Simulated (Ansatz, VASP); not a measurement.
## Ba in VASP and in Ansatz

INCAR

```
  ALGO = Normal
  EDIFF = 1E-6
  ENCUT = 520
  GGA = CA
  ISIF = 2
  ISMEAR = -1
  LASPH = True
  LCHARG = False
  LREAL = False
  LWAVE = False
  NBANDS = 17
  NELM = 100
  PREC = Accurate
  SIGMA = 0.05
```

Contents of KPOINTS:

```
k-points
0
Gamma
  10 10 6
```

File POSCAR:

```
Ba
1.0
    3.5962066800     -2.4298015500      0.0000000000
    3.5962066800      2.4298015500      0.0000000000
    0.0000000000      0.0000000000      7.2781340000
Ba
2
Direct
    0.7441300000      0.2558700000      0.2500000000
    0.2558700000      0.7441300000      0.7500000000
```

Input for Ansatz:

```yaml
crystal:
  lattice:
    - [3.59620668, -2.42980155, 0.0]
    - [3.59620668, 2.42980155, 0.0]
    - [0.0, 0.0, 7.278134]
  atoms:
    - { symbol: Ba, position: [0.74413, 0.25587, 0.25] }
    - { symbol: Ba, position: [0.25587, 0.74413, 0.75] }
kpoints:
  mp_grid: { grid: [10, 10, 6] }
scf:
  occupations: { method: fermi_dirac, width: 0.05 }
hamiltonian:
  xc: lda
  pseudopotentials: { kind: all_electron, lapw: { basis_error: 0.001 } }
output:
  forces: true
  stress: true
  eigenvalues: true
```

Change from the starting cell: x and y stretched by -1 %, z held.

Alike in both runs: task single point; functional LDA; k mesh 10 × 10 × 6; occupations fermi-dirac, width 0.05 eV; no spin polarisation.

|  | VASP | Ansatz |
| --- | --- | --- |
| version | VASP 6.6.1 | Ansatz 0.2.0 |
| potentials or method | VASP PAW LDA potentials, release 64 (Ba_sv), cutoff 520 eV | all-electron LAPW, scalar-relativistic |

```csv
,VASP,Ansatz,Ansatz less VASP
pressure (GPa),-1.3,-1.3,-0.03
"traceless stress, the component that is largest in VASP (GPa)",-0.20,-0.20,+0.001
rms of the force components (eV/Å),0.020,0.020,-0.0001
```

LDA's correlation is that of Perdew and Zunger in VASP and of Perdew and Wang (1992) in Ansatz. Atom by atom the forces differ by 0.000 eV/Å (rms over components). Ansatz ran all-electron here, and VASP with PAW potentials.

Neither program's run includes spin-orbit coupling.
